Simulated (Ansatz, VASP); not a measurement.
# One calculation of CdS, two programs

```
CELL_PARAMETERS angstrom
4.12448 0.00000 0.00000
-2.06224 3.57190 0.00000
0.00000 0.00000 6.70947
ATOMIC_POSITIONS crystal
Cd 0.33333 0.66667 0.00018
Cd 0.66667 0.33333 0.50018
S 0.33333 0.66667 0.37682
S 0.66667 0.33333 0.87682
```

Alike in both runs: functional PBEsol; k mesh 12 × 12 × 6; occupations gaussian, width 0.02 eV; no spin polarisation.

Ansatz relaxed the structure, and its values are those at the end. VASP's run is a single point on that final structure, the one shown.

|  | VASP | Ansatz |
| --- | --- | --- |
| version | VASP 6.6.1 | Ansatz 0.2.0 |
| potentials or method | VASP PAW PBE potentials, release 64 (Cd, S), cutoff 520 eV | scalar-relativistic, plane waves, PAW |
| valence electrons in the cell | 36 | 52 |

Ansatz gave:

* gap on the k mesh at the Fermi level (eV): 1.09
* least direct gap on the mesh (eV): 1.09
* pressure (GPa): 0.0

**Question.** Estimate VASP's values.

**Answer.** gap on the k mesh at the Fermi level (eV): 1.10; least direct gap on the mesh (eV): 1.10; pressure (GPa): 0.4.

VASP's potentials were made for PBE, not for PBEsol, and Ansatz warns of the same on its side. VASP's potentials hold 36 valence electrons a cell and Ansatz's 52, so a difference there can come from the potentials and not from the codes.
